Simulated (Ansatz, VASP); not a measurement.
# Al2H in VASP and in Ansatz

```xyz
3
Lattice="-1.9899 1.9899 2.6829 1.9899 -1.9899 2.6829 1.9899 1.9899 -2.6829" Properties=species:S:1:pos:R:3 pbc="T T T"
Al    0.0000    1.9899    0.0000
Al    1.9899    0.0000    0.0000
H     0.0000    0.0000    0.0000
```

Alike in both runs: functional PBE; k mesh 6 × 6 × 6; occupations gaussian, width 0.2 eV; no spin polarisation.

Ansatz relaxed the structure, and its values are those at the end. VASP's run is a single point on that final structure, the one shown.

|  | VASP | Ansatz |
| --- | --- | --- |
| version | VASP 6.6.1 | Ansatz 0.2.0 |
| potentials or method | VASP PAW PBE potentials, release 64 (Al, H), cutoff 500 eV | scalar-relativistic, plane waves, PAW |
| valence electrons in the cell | 7 | 7 |

```csv
,VASP,Ansatz,Ansatz less VASP
gap on the k mesh at the Fermi level (eV),none,none,-
pressure (GPa),0.0,0.1,+0.08
```

A gap of «none» marks a metal or a gap that the smearing closes.

The k mesh is coarse, so the values compare programs but aren't converged.
